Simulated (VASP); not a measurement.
Set up this calculation in VASP 6.6.1, as the native input.

```
Task                   : single point
Functional             : PBE
Potentials or basis    : VASP PAW PBE potentials, release 64 (Ta_pv)
Cutoff                 : 520 eV
k mesh                 : 16 × 16 × 16
Occupations            : gaussian, width 0.1 eV
Spin                   : no spin polarisation
Dipole correction      : no
Further INCAR settings : ALGO = Normal; EDIFF = 1e-06; NBANDS = 12
```

The structure of Ta lies in POSCAR:

```
Ta
1.0
   -1.6603706668      1.6603706668      1.6603706668
    1.6603706668     -1.6603706668      1.6603706668
    1.6603706668      1.6603706668     -1.6603706668
Ta
1
Direct
    0.0000000000      0.0000000000      0.0000000000
```

One way to write it, as run:

INCAR

```
SYSTEM = Ta
PREC     = Accurate       ! precision mode
ENCUT    = 520            ! plane-wave cutoff, eV
EDIFF    = 1E-6           ! SCF threshold, eV
ISMEAR   = 0              ! smearing method
SIGMA    = 0.1            ! smearing width, eV
LREAL    = .False.        ! projectors in reciprocal space
LASPH    = .True.         ! aspherical terms in the spheres
NELM     = 80             ! most SCF steps
ALGO     = Normal         ! electronic algorithm
ISIF     = 2              ! what is computed and relaxed
LWAVE    = .False.        ! write WAVECAR
LCHARG   = .False.        ! write CHGCAR
GGA      = PE             ! functional
NBANDS   = 12             ! bands
```

KPOINTS

```
Automatic mesh
0
Gamma
  16 16 16
  0 0 0
```

Potentials or basis: VASP PAW PBE potentials, release 64 (Ta_pv).

Command:

```bash
$ cat potpaw_PBE.64/Ta_pv/POTCAR > POTCAR
$ mpirun -np 1 vasp_std > vasp.out
```

It gave:

The pressure is 0.1 GPa.

It took 16 s on 1 thread of Intel Xeon 6975P-C, with other jobs on the host, peak memory 0.16 GiB.
